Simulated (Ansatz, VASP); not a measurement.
B in VASP and in Ansatz

Contents of INCAR:

```
ALGO = Normal ; EDIFF = 1E-6
EDIFFG = -0.04 ; ENCUT = 600
GGA = PE ; IBRION = 2
ISIF = 3 ; ISMEAR = 0
LASPH = T ; LCHARG = F
LREAL = F ; LWAVE = F
NELM = 80 ; NSW = 90
PREC = Accurate ; SIGMA = 0.1
```

Contents of KPOINTS:

```
k-points
0
Gamma
  6 6 6
```

Contents of POSCAR:

```
B
1.0
    3.9484462200      0.0000000000      0.0000000000
   -1.9742231100      3.4194547300      0.0000000000
    0.0000000000      0.0000000000      3.0805994500
B
8
Direct
    0.5000000000      0.0000000000      0.5000000000
    0.0000000000      0.5000000000      0.5000000000
    0.5000000000      0.5000000000      0.5000000000
    0.3333333300      0.6666666700      0.0000000000
    0.6666666700      0.3333333300      0.0000000000
    0.3333333300      0.6666666700      0.5000000000
    0.6666666700      0.3333333300      0.5000000000
    0.0000000000      0.0000000000      0.0000000000
```

Input for Ansatz:

```yaml
crystal:
  lattice:
    - [3.94844622, 0.0, 0.0]
    - [-1.97422311, 3.41945473, 0.0]
    - [0.0, 0.0, 3.08059945]
  atoms:
    - { symbol: B, position: [0.5, 0.0, 0.5] }
    - { symbol: B, position: [0.0, 0.5, 0.5] }
    - { symbol: B, position: [0.5, 0.5, 0.5] }
    - { symbol: B, position: [0.33333333, 0.66666667, 0.0] }
    - { symbol: B, position: [0.66666667, 0.33333333, 0.0] }
    - { symbol: B, position: [0.33333333, 0.66666667, 0.5] }
    - { symbol: B, position: [0.66666667, 0.33333333, 0.5] }
    - { symbol: B, position: [0.0, 0.0, 0.0] }
basis:
  ecutwfc: 420
kpoints:
  mp_grid: { grid: [6, 6, 6] }
hamiltonian:
  xc: pbe
scf:
  occupations: { method: gaussian, width: 0.1 }
  lower_state_search: "off"
output:
  forces: true
  stress: true
  eigenvalues: true
relax:
  adjacent_minimum: "off"
  f_tol: 0.04
  max_steps: 70
  cell: { stress_tol: 0.4 }
```

Alike in both runs: task relaxation of cell and atoms; functional PBE; k mesh 6 × 6 × 6; occupations gaussian, width 0.1 eV; no spin polarisation.

```csv
,VASP,Ansatz
version,VASP 6.6.1,Ansatz 0.2.0
potentials or method,"VASP PAW PBE potentials, release 64 (B), cutoff 600 eV","scalar-relativistic, plane waves, PAW"
valence electrons in the cell,24,24
```

Ansatz gave:

| Item | Value |
| --- | --- |
| gap on the k mesh at the Fermi level, each at its own relaxed structure (eV) | none |
| relaxed volume (Å³/atom) | 10.51 |
| relaxed length of the cell vector where the two differ most in proportion (Å) | 5.607 |

**Question.** Which values does VASP return?

**Answer.** gap on the k mesh at the Fermi level, each at its own relaxed structure (eV): none; relaxed volume (Å³/atom): 10.44; relaxed length of the cell vector where the two differ most in proportion (Å): 5.592.

A gap of «none» marks a metal or a gap that the smearing closes.

Noted on VASP's run: the volume moved by over 15 % at a fixed basis, so the end points are rough.
